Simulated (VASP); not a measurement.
Write the native input for VASP 6.6.1 that does the following.

* Task: single point
* Functional: PBEsol
* Potentials or basis: VASP PAW PBE potentials, release 64 (Hf_pv, N)
* Cutoff: 520 eV
* k mesh: 15 × 15 × 15
* Occupations: fermi-dirac, width 0.1 eV
* Spin: no spin polarisation
* Dipole correction: no
* Further INCAR settings: ALGO = Normal; EDIFF = 1e-06; NBANDS = 14

The structure of HfN (rocksalt type) lies in POSCAR:

```
HfN
1.0
    0.0000000000      2.1237475879      2.1237475879
    2.1237475879      0.0000000000      2.1237475879
    2.1237475879      2.1237475879      0.0000000000
Hf N
1 1
Direct
    0.0000000000      0.0000000000      0.0000000000
    0.5000000000      0.5000000000      0.5000000000
```

This cell differs from its parent crystal: volume scaled by 0.84.

These files were run (other wordings do the same):

INCAR

```
SYSTEM = HfN
PREC = Accurate
ENCUT = 520
EDIFF = 1E-6
ISMEAR = -1
SIGMA = 0.1
LREAL = .False.
LASPH = .True.
NELM = 80
ALGO = Normal
ISIF = 2
LWAVE = .False.
LCHARG = .False.
GGA = PS
NBANDS = 14
```

KPOINTS

```
Automatic mesh
0
Gamma
  15 15 15
  0 0 0
```

Potentials or basis: VASP PAW PBE potentials, release 64 (Hf_pv, N).

Launch:

```sh
$ cat potpaw_PBE.64/Hf_pv/POTCAR potpaw_PBE.64/N/POTCAR > POTCAR
$ mpirun -np 1 vasp_std > vasp.out
```

It gave:

| Property | Result |
| --- | --- |
| Pressure | 69.8 GPa |

Caveat: the PAW data sets were made with another functional, which shifts forces and pressure a little.

Run time: 37 s on 1 thread of Intel Xeon 8259CL, with other jobs on the host, peak memory 0.17 GiB.
